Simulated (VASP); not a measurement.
GaP: single point with LDA

Crystal: GaP.

```
CELL_PARAMETERS angstrom
0.00000 2.69571 2.69571
2.69571 0.00000 2.69571
2.69571 2.69571 0.00000
ATOMIC_POSITIONS crystal
Ga 0.00000 0.00000 0.00000
P 0.25000 0.25000 0.25000
```

```
Program             : VASP 6.6.1
Task                : single point
Functional          : LDA
Potentials or basis : VASP PAW LDA potentials, release 64 (Ga_d, P)
Cutoff              : 500 eV
k mesh              : 8 × 8 × 8
Occupations         : gaussian, width 0.01 eV
Spin                : no spin polarisation
```

| Property | Result |
| --- | --- |
| Pressure | 0.1 GPa |
| Band gap on the k mesh | 1.43 eV (least direct gap 1.91 eV) |

Levels at points of the mesh, in eV from the valence-band top:
```
           k point  band 7  band 8  band 9  band 10  band 11  band 12
(0.00, 0.00, 0.00)    0.00    0.00    0.00     1.91     3.78     3.78
(0.50, 0.00, 0.00)   -6.90   -1.18   -1.18     1.62     4.62     4.62
(0.50, 0.50, 0.00)   -7.00   -2.82   -2.82     1.43     1.65    10.70
```

Run time: 6.4 s on 1 thread of Intel(R) Xeon(R) 6975P-C (Granite Rapids), with other jobs on the host, peak memory 0.14 GiB.

A k mesh can miss the band edges.
